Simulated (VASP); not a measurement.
# Nb (Im-3m) in VASP: further runs

Runs on Nb. Level: r2SCAN. Tasks: single point.

Program: VASP 6.6.1. These are calculated values, not measurements. Logs are shortened: lines on timing, memory, paths and dates and some standing lists are left out, and cuts for length are marked.

### Step 1. The cell of the first run

Symmetry: Im-3m, No. 229, cubic system. The conventional cell has a = 3.328 Å, b = 3.328 Å, c = 3.328 Å, α = 90.00°, β = 90.00°, γ = 90.00°. Nb (site symmetry m-3m) has 14 Nb at 2.88 to 3.33 Å within 3.8 Å.

### Step 2. Single point, r2SCAN

File POSCAR:

```
Nb
1.0
   -1.6639500000      1.6639500000      1.6639500000
    1.6639500000     -1.6639500000      1.6639500000
    1.6639500000      1.6639500000     -1.6639500000
Nb
1
Direct
    0.0000000000      0.0000000000      0.0000000000
```

File INCAR.step1:

```
  PREC = Accurate
  ENCUT = 550
  ISMEAR = 0
  SIGMA = 0.1
  LREAL = F
  LASPH = T
  NELM = 120
  NBANDS = 12
  GGA = PE
  ALGO = Normal
  EDIFF = 1E-5
  LWAVE = T
  LCHARG = F
  GGA_COMPAT = F
```

File INCAR.step2:

```
  PREC = Accurate
  ENCUT = 550
  EDIFF = 1E-6
  ISMEAR = 0
  SIGMA = 0.1
  LREAL = F
  LASPH = T
  NELM = 120
  ALGO = Normal
  ISIF = 2
  LWAVE = F
  LCHARG = F
  METAGGA = R2SCAN
  LMIXTAU = T
  NBANDS = 12
  ISTART = 1
  GGA_COMPAT = F
```

File KPOINTS:

```
regular mesh
0
Gamma
  8 8 8
```

Potentials or basis: VASP PAW PBE potentials, release 64 (Nb_sv).

Started as:

```console
> cat potpaw_PBE.64/Nb_sv/POTCAR > POTCAR
> cp INCAR.step1 INCAR
> mpirun -np 1 vasp_std > vasp.out
> cp INCAR.step2 INCAR
> mpirun -np 1 vasp_std > vasp.out
```

OUTCAR:

```text
PREC = Accurate
   ENCUT = 550
   EDIFF = 1E-6
   ISMEAR = 0
   LREAL = F
   LASPH = T
   NELM = 120
   ISIF = 2
   METAGGA = R2SCAN
   ISTART = 1

 ion  position               nearest neighbor table
   1  0.000  0.000  0.000-

  LATTYP: Found a body centered cubic cell.
 ALAT       =     3.3279000000

  Lattice vectors:

 A1 = (  -1.6639500000,   1.6639500000,   1.6639500000)
 A2 = (   1.6639500000,  -1.6639500000,   1.6639500000)
 A3 = (   1.6639500000,   1.6639500000,  -1.6639500000)

Analysis of symmetry for initial positions (statically):
=====================================================================
 Subroutine PRICEL returns:
 Original cell was already a primitive cell.

 Routine SETGRP: Setting up the symmetry group for a
 body centered cubic supercell.

 Subroutine GETGRP returns: Found 48 space group operations
 (whereof 48 operations were pure point group operations)
 out of a pool of 48 trial point group operations.

The static configuration has the point symmetry O_h .

Analysis of symmetry for dynamics (positions and initial velocities):
=====================================================================
 Subroutine PRICEL returns:
 Original cell was already a primitive cell.

 Routine SETGRP: Setting up the symmetry group for a
 body centered cubic supercell.

 Subroutine GETGRP returns: Found 48 space group operations
 (whereof 48 operations were pure point group operations)
 out of a pool of 48 trial point group operations.

The dynamic configuration has the point symmetry O_h .

 Subroutine INISYM returns: Found 48 space group operations
 (whereof 48 operations are pure point group operations),
 and found     1 'primitive' translations

----------------------------------------------------------------------------------------

                                     Primitive cell

  volume of cell :      18.4281

  direct lattice vectors                    reciprocal lattice vectors
    -1.663950000  1.663950000  1.663950000     0.000000000  0.300489798  0.300489798
     1.663950000 -1.663950000  1.663950000     0.300489798  0.000000000  0.300489798
     1.663950000  1.663950000 -1.663950000     0.300489798  0.300489798  0.000000000

  length of vectors
     2.882045941  2.882045941  2.882045941     0.424956748  0.424956748  0.424956748

  position of ions in fractional coordinates (direct lattice)
     0.000000000  0.000000000  0.000000000

  ion indices of the primitive-cell ions
   primitive index   ion index
                 1           1

----------------------------------------------------------------------------------------

 KPOINTS: regular mesh

Automatic generation of k-mesh.
 Grid dimensions read from file:
 generate k-points for:    8    8    8

 Generating k-lattice:

  Cartesian coordinates                     Fractional coordinates (reciprocal lattice)
     0.000000000  0.037561225  0.037561225     0.125000000  0.000000000  0.000000000
     0.037561225  0.000000000  0.037561225     0.000000000  0.125000000  0.000000000
     0.037561225  0.037561225  0.000000000     0.000000000  0.000000000  0.125000000

  Length of vectors
     0.053119594  0.053119594  0.053119594

  Shift w.r.t. Gamma in fractional coordinates (k-lattice)
     0.000000000  0.000000000  0.000000000

 Subroutine IBZKPT returns following result:
 ===========================================

 Found     29 irreducible k-points:

 Following reciprocal coordinates:
            Coordinates               Weight
  0.000000  0.000000  0.000000      1.000000
  0.125000  0.000000  0.000000     12.000000
  0.250000  0.000000  0.000000     12.000000
  0.375000  0.000000  0.000000     12.000000
  0.500000  0.000000  0.000000      6.000000
  0.125000  0.125000  0.000000     24.000000
[... 16 lines left out ...]
 -0.250000  0.250000  0.250000      6.000000
 -0.375000  0.375000  0.250000     24.000000
 [... further k-points ...]
   k-points           NKPTS =     29   k-points in BZ     NKDIM =     29   number of bands    NBANDS=     12
   number of dos      NEDOS =    301   number of ions     NIONS =      1
   total plane-waves  NPLWV =  13824
   dimension x,y,z NGX =    24 NGY =   24 NGZ =   24
   dimension x,y,z NGXF=    48 NGYF=   48 NGZF=   48
   ions per type =               1
   NGX,Y,Z   is equivalent  to a cutoff of  13.84, 13.84, 13.84 a.u.
   NGXF,Y,Z  is equivalent  to a cutoff of  27.69, 27.69, 27.69 a.u.
 SYSTEM =  unknown system
   PREC   = accura    normal or accurate (medium, high low for compatibility)
   ISTART =      1    job   : 0-new  1-cont  2-samecut
   ICHARG =      0    charge: 1-file 2-atom 10-const
   ISPIN  =      1    spin polarized calculation?
   LNONCOLLINEAR =      F non collinear calculations
   LSORBIT =      F    spin-orbit coupling
   LASPH  =      T    aspherical Exc in radial PAW
   ENCUT  =  550.0 eV  40.42 Ry    6.36 a.u.   5.51  5.51  5.51*2*pi/ulx,y,z
   NELM   =    120;   NELMIN=  2; NELMDL=  0     # of ELM steps
   EDIFF  = 0.1E-05   stopping-criterion for ELM
   LREAL  =      F    real-space projection
   EDIFFG = 0.1E-04   stopping-criterion for IOM
   NSW    =      0    number of steps for IOM
   IBRION =     -1    ionic relax: 0-MD 1-quasi-New 2-CG
   NFREE  =      0    steps in history (QN), initial steepest desc. (CG)
   ISIF   =      2    stress and relaxation
   ISYM   =      2    0-nonsym 1-usesym 2-fastsym
   POTIM  = 0.5000    time-step for ionic-motion
   TEBEG  =    0.0;   TEEND  =   0.0 temperature during run
   PSTRESS=    0.0 pullay stress
   NELECT =      13.0000    total number of electrons
   NUPDOWN=      -1.0000    fix difference up-down
   EMIN   =  10.00;   EMAX   =-10.00  energy-range for DOS
   EFERMI =   0.00;   METHOD = LEGACY
   ISMEAR =     0;   SIGMA  =   0.10  broadening in eV -4-tet -1-fermi 0-gaus
   EFERMI_NEDOS =   21; number of points for ismear=-14 and -15
   IALGO  =     38    algorithm
   IMIX   =      4    mixing-type and parameters
     AMIX     =   0.40;   BMIX     =  1.00
     AMIX_MAG =   1.60;   BMIX_MAG =  1.00
  volume/ion in A,a.u.               =      18.43       124.36
  Fermi-wavevector in a.u.,A,eV,Ry     =   1.457345  2.753983 28.896790  2.123854
  Thomas-Fermi vector in A             =   2.574157
   LORBIT       =      0    0 simple, 1 ext, 2 COOP (PROOUT), +10 PAW based schemes
   METAGGA = R2SCAN    functional components
   LHFCALC =     F    Hartree Fock is set to
   AEXX    =    0.0000 exact exchange contribution
   IVDW    =     0    specifies the selected vdW correction
   LEPSILON=     F    determine dielectric tensor
   LRPA    =     F    only Hartree local field effects (RPA)
 non-spin polarized calculation
 Gauss-broadening in eV      SIGMA  =   0.10
  energy-cutoff  :      550.00
  volume of cell :       18.43
 maximum number of plane-waves:       555
 NGX is ok and might be reduce to    24
   NGX = 11   NGY = 11   NGZ = 11

 number of electron      12.9999999 magnetization

 Free energy of the ion-electron system (eV)
  ---------------------------------------------------
  ext. energy  EPLUGINS =         0.00000000
  ---------------------------------------------------
  free energy    TOTEN  =       -24.87092635 eV

  energy without entropy =      -24.86542432  energy(sigma->0) =      -24.86817533

 E-fermi :  10.6912     XC(G=0): -13.4971

 val. band max:       10.6632245580   @ k =  -0.2500   0.2500   0.1250
 cond. band min:      10.7184582100   @ k =   0.2500   0.0000   0.0000
 fundamental gap:      0.0552336520
 Fermi energy:        10.6912021152

 k-point     1 :       0.0000    0.0000    0.0000
  band No.  band energies     occupation
      1     -45.3910      2.00000
      2     -19.9783      2.00000
      3     -19.9783      2.00000
      4     -19.9783      2.00000
      5       4.5688      2.00000
      6      11.2628      0.00000
      7      11.2628      0.00000
      8      11.2628      0.00000
      9      14.2980      0.00000
     10      14.2980      0.00000
     11      25.6311      0.00000
     12      25.6311      0.00000

 k-point     2 :       0.1250    0.0000    0.0000
  band No.  band energies     occupation
      1     -45.3558      2.00000
      2     -20.1889      2.00000
      3     -20.0420      2.00000
      4     -19.9800      2.00000
      5       5.2028      2.00000
      6      10.8818      0.00703
      7      11.1218      0.00000
      8      11.8785      0.00000
      9      13.8307      0.00000
     10      14.3061      0.00000
     11      26.0639      0.00000
     12      26.7425      0.00000

 k-point     3 :       0.2500    0.0000    0.0000
  band No.  band energies     occupation
      1     -45.2698      2.00000
      2     -20.6768      2.00000
      3     -20.1929      2.00000
      4     -19.9843      2.00000
      5       6.5922      2.00000
      6      10.0898      2.00000
      7      10.7185      0.69990
      8      13.5970      0.00000
      9      13.7468      0.00000
     10      14.4437      0.00000
     11      25.7085      0.00000
     12      27.1908      0.00000
[... 286 lines left out ...]
 k-point    23 :      -0.2500    0.2500    0.2500
  band No.  band energies     occupation
      1     -45.1665      2.00000
      2     -20.7050      2.00000
      3     -20.4278      2.00000
      4     -20.4278      2.00000
      5       8.1288      2.00000
      6       9.8027      2.00000
      7      11.8257      0.00000
      8      11.8257      0.00000
      9      13.4346      0.00000
     10      15.7524      0.00000
     11      26.0556      0.00000
     12      29.3437      0.00000

 k-point    24 :      -0.3750    0.3750    0.2500
  band No.  band energies     occupation
      1     -45.0923      2.00000
      2     -20.9762      2.00000
      3     -20.5882      2.00000
      4     -20.4698      2.00000
      5       8.3813      2.00000
      6       8.9209      2.00000
      7      11.8273      0.00000
      8      12.6030      0.00000
      9      15.3891      0.00000
     10      16.8168      0.00000
     11      24.9690      0.00000
     12      26.8681      0.00000

 [... further k-points ...]

------------------------ aborting loop because EDIFF is reached ----------------------------------------

  FORCE on cell =-STRESS in cart. coord.  units (eV):
  Direction    XX          YY          ZZ          XY          YZ          ZX
  --------------------------------------------------------------------------------------
  -------------------------------------------------------------------------------------
  Total       -0.4397411     -0.4397411     -0.4397411     -0.0000000      0.0000000      0.0000000
  in kB      -38.2319874    -38.2319874    -38.2319874     -0.0000000      0.0000000      0.0000000
  external PRESSURE =     -38.2319874 kB  Pullay stress =       0.0000000 kB

 VOLUME and BASIS-vectors are now :
 -----------------------------------------------------------------------------
  energy-cutoff  :      550.00
  volume of cell :       18.43
      direct lattice vectors                 reciprocal lattice vectors
    -1.663950000  1.663950000  1.663950000     0.000000000  0.300489798  0.300489798
     1.663950000 -1.663950000  1.663950000     0.300489798  0.000000000  0.300489798
     1.663950000  1.663950000 -1.663950000     0.300489798  0.300489798  0.000000000

 POSITION                                       TOTAL-FORCE (eV/Angst)
 -----------------------------------------------------------------------------------
      0.00000      0.00000      0.00000        -0.000000     -0.000000     -0.000000
 -----------------------------------------------------------------------------------
    total drift:                                0.000000     -0.000000     -0.000000

  FREE ENERGIE OF THE ION-ELECTRON SYSTEM (eV)
  ---------------------------------------------------
  free  energy   TOTEN  =       -24.8709263529 eV

  energy  without entropy=      -24.8654243162  energy(sigma->0) =      -24.86817533
```

Run time: 11 s. Hardware: 1 thread of Intel Xeon 6975P-C (Granite Rapids), shared host; peak memory 0.14 GiB.

Results:

```yaml
Free_energy: -24.8709 eV
Pressure: -3.8 GPa
Band_gap_on_the_k_mesh: zero (an odd number of electrons rules out a gap without spin polarisation)
```

Caveat: the cell stands under tension; the PAW data sets were made with another functional, which shifts forces and pressure a little.

### Step 3. Single point, r2SCAN (16.96 Å³/atom)

This run uses another cell than the first one, of 16.96 Å³/atom.

File POSCAR:

```
Nb
1.0
   -1.6185523516      1.6185523516      1.6185523516
    1.6185523516     -1.6185523516      1.6185523516
    1.6185523516      1.6185523516     -1.6185523516
Nb
1
Direct
    0.0000000000      0.0000000000      0.0000000000
```

File INCAR.step1:

```
SYSTEM = Nb
PREC = Accurate ; ENCUT = 520
ISMEAR = 0 ; SIGMA = 0.1
LREAL = .FALSE. ; LASPH = .TRUE.
NELM = 80 ; NBANDS = 12
GGA = PE ; ALGO = Normal
EDIFF = 1E-4 ; LWAVE = .TRUE.
LCHARG = .FALSE.
```

File INCAR.step2:

```
SYSTEM = Nb
PREC = Accurate ; ENCUT = 520
EDIFF = 1E-7 ; ISMEAR = 0
SIGMA = 0.1 ; LREAL = .FALSE.
LASPH = .TRUE. ; NELM = 80
ALGO = Normal ; ISIF = 2
LWAVE = .FALSE. ; LCHARG = .TRUE.
METAGGA = R2SCAN ; LMIXTAU = .TRUE.
LELF = .TRUE. ; LVHAR = .TRUE.
NBANDS = 12 ; ISTART = 1
```

File KPOINTS:

```
regular mesh
0
G
  18 18 18
  0 0 0
```

Potentials or basis: VASP PAW PBE potentials, release 64 (Nb_sv).

Started as:

```console
> cat potpaw_PBE.64/Nb_sv/POTCAR > POTCAR
> cp INCAR.step1 INCAR
> mpirun -np 1 vasp_std > vasp.out
> cp INCAR.step2 INCAR
> mpirun -np 1 vasp_std > vasp.out
```

Wall time 47 s (1 thread of Intel Xeon 6975P-C (Granite Rapids), shared host); peak memory 0.17 GiB.

It converged, with:

- Free energy: -24.8090 eV
- Pressure: 11.7 GPa
- Band gap on the k mesh: zero (an odd number of electrons rules out a gap without spin polarisation)

Levels at points of the mesh, in eV from the Fermi level:
```
           k point  band 2  band 3  band 4  band 5  band 6  band 7  band 8  band 9  band 10  band 11
(0.00, 0.00, 0.00)  -30.47  -30.47  -30.47   -6.37    0.43    0.43    0.43    3.75     3.75    15.05
(0.50, 0.00, 0.00)  -32.21  -31.00  -30.49   -4.16   -1.90    2.61    3.82    4.59     7.18    12.36
(0.50, 0.50, 0.50)  -31.64  -31.64  -31.64   -4.27   -4.27    6.30    6.30    6.30    10.10    10.10
```

Caveat: the cell stands under pressure; the PAW data sets were made with another functional, which shifts forces and pressure a little.

### Step 4. Single point, r2SCAN (17.50 Å³/atom)

This run uses another cell than the first one, of 17.50 Å³/atom.

File POSCAR:

```
Nb
1.0
   -1.6355909968      1.6355909968      1.6355909968
    1.6355909968     -1.6355909968      1.6355909968
    1.6355909968      1.6355909968     -1.6355909968
Nb
1
Direct
    0.0000000000      0.0000000000      0.0000000000
```

File INCAR.step1:

```
SYSTEM = Nb
ALGO     = Normal         ! electronic algorithm
EDIFF    = 1E-4           ! SCF threshold, eV
ENCUT    = 520            ! plane-wave cutoff, eV
GGA      = PE             ! functional
ISMEAR   = 0              ! smearing method
LASPH    = .True.         ! aspherical terms in the spheres
LCHARG   = .False.        ! write CHGCAR
LREAL    = .False.        ! projectors in reciprocal space
LWAVE    = .True.         ! write WAVECAR
NBANDS   = 12             ! bands
NELM     = 80             ! most SCF steps
PREC     = Accurate       ! precision mode
SIGMA    = 0.1            ! smearing width, eV
```

File INCAR.step2:

```
SYSTEM = Nb
ALGO     = Normal         ! electronic algorithm
EDIFF    = 1E-6           ! SCF threshold, eV
ENCUT    = 520            ! plane-wave cutoff, eV
ISIF     = 2              ! what is computed and relaxed
ISMEAR   = 0              ! smearing method
ISTART   = 1            
LASPH    = .True.         ! aspherical terms in the spheres
LCHARG   = .False.        ! write CHGCAR
LMIXTAU  = .True.       
LREAL    = .False.        ! projectors in reciprocal space
LWAVE    = .False.        ! write WAVECAR
METAGGA  = R2SCAN         ! meta-GGA
NBANDS   = 12             ! bands
NELM     = 80             ! most SCF steps
PREC     = Accurate       ! precision mode
SIGMA    = 0.1            ! smearing width, eV
```

File KPOINTS:

```
k-points
0
Gamma
  18 18 18
  0 0 0
```

Started as:

```console
> cat potpaw_PBE.64/Nb_sv/POTCAR > POTCAR
> cp INCAR.step1 INCAR
> mpirun -np 1 vasp_std > vasp.out
> cp INCAR.step2 INCAR
> mpirun -np 1 vasp_std > vasp.out
```

Wall time 47 s (1 thread of Intel Xeon 6975P-C (Granite Rapids), shared host); peak memory 0.17 GiB.

It converged, with:

```yaml
Free_energy: -24.8379 eV
Pressure: 5.4 GPa
Band_gap_on_the_k_mesh: zero (an odd number of electrons rules out a gap without spin polarisation)
```

Levels at points of the mesh, in eV from the Fermi level:
```tsv
k point	band 4	band 5	band 6	band 7	band 8	band 9
(0.00, 0.00, 0.00)	-30.57	-6.31	0.45	0.45	0.45	3.67
(0.50, 0.00, 0.00)	-30.59	-4.01	-1.78	2.43	3.71	4.46
(0.50, 0.50, 0.50)	-31.64	-4.05	-4.05	6.08	6.08	6.08
```

Caveat: the cell stands under pressure; the PAW data sets were made with another functional, which shifts forces and pressure a little.

### Step 5. Summary

| cell | k mesh | cutoff (eV) | gap on the mesh (eV) | pressure (GPa) |
| --- | --- | --- | --- | --- |
| a = 2.882 Å, angles 109.5°, 1 atom | 8 × 8 × 8 | 550 | none | -3.8 |
| a = 2.803 Å, angles 109.5°, 1 atom | 18 × 18 × 18 | 520 | none | 11.7 |
| a = 2.833 Å, angles 109.5°, 1 atom | 18 × 18 × 18 | 520 | none | 5.4 |

Alike in all rows: task single point; level r2SCAN; potentials or basis VASP PAW PBE potentials, release 64 (Nb_sv); no spin polarisation; smearing gaussian 0.1 eV.

Caveats: the PAW data sets were made with another functional, which shifts forces and pressure a little; the cell stands under pressure (at least some runs); the cell stands under tension (at least some runs).

Absolute energies hang on the potentials; compare differences alone.
